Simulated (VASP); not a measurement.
**Zn3SnO: vibrations by perturbation theory with PBE**

The system is Zn3SnO.

```
CELL_PARAMETERS angstrom
4.36170 0.00000 0.00000
0.00000 4.36170 0.00000
0.00000 0.00000 4.36170
ATOMIC_POSITIONS crystal
Sn 0.00000 0.00000 0.00000
O 0.50000 0.50000 0.50000
Zn 0.50000 0.50000 0.00000
Zn 0.50000 0.00000 0.50000
Zn 0.00000 0.50000 0.50000
```

```json
{
 "Program": "VASP 6.6.1",
 "Task": "vibrations by perturbation theory",
 "Functional": "PBE",
 "Potentials or basis": "VASP PAW PBE potentials, release 64 (Sn_d, O, Zn)",
 "Cutoff": "600 eV",
 "k mesh": "8 × 8 × 8",
 "Occupations": "fermi-dirac, width 0.15 eV",
 "Spin": "no spin polarisation",
 "Dipole correction": "no",
 "Further INCAR settings": "ALGO = Normal; EDIFF = 1e-08; NBANDS = 36; IBRION = 8; NSW = 1"
}
```

* Highest phonon frequency at Γ, LO-TO splitting left out: 212 cm⁻¹
* Most unstable mode: 129i cm⁻¹

Phonon frequencies in cm⁻¹ (negative: imaginary):
```tsv
q point	frequencies
(0.000, 0.000, 0.000)	-129 -129 -129 -60 -60 -60 0 0 0 88 88 88 212 212 212
```

It took 60 min on 1 thread of Oxide Virtual Turin-like Processor (shared host), peak memory 0.93 GiB.

Caveat: some modes are imaginary.
